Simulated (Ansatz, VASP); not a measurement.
One calculation of Sc, two programs

```
Sc
1.0
     0.00000    3.22972    3.22972
     3.22972    0.00000    3.22972
     3.22972    3.22972    0.00000
Sc
2
Cartesian
  0.0000 0.0000 0.0000
  1.6149 1.6149 1.6149
```

Alike in both runs: task electric field gradients; functional r2SCAN; k mesh 10 × 10 × 10; occupations fermi-dirac, width 0.03 eV; no spin polarisation.

|  | VASP | Ansatz |
| --- | --- | --- |
| version | VASP 6.6.1 | Ansatz 0.2.0 |
| potentials or method | VASP PAW PBE potentials, release 64 (Sc_sv), cutoff 520 eV | all-electron PAW with datasets made for the crystal, scalar-relativistic |

|  | VASP | Ansatz | Ansatz less VASP |
| --- | --- | --- | --- |
| gap on the k mesh at the Fermi level (eV) | none | none | - |
| pressure (GPa) | -0.7 | -0.7 | -0.05 |

VASP's potentials were made for PBE, not for r2SCAN. A gap of «none» marks a metal or a gap that the smearing closes. Ansatz ran all-electron here, and VASP with PAW potentials.
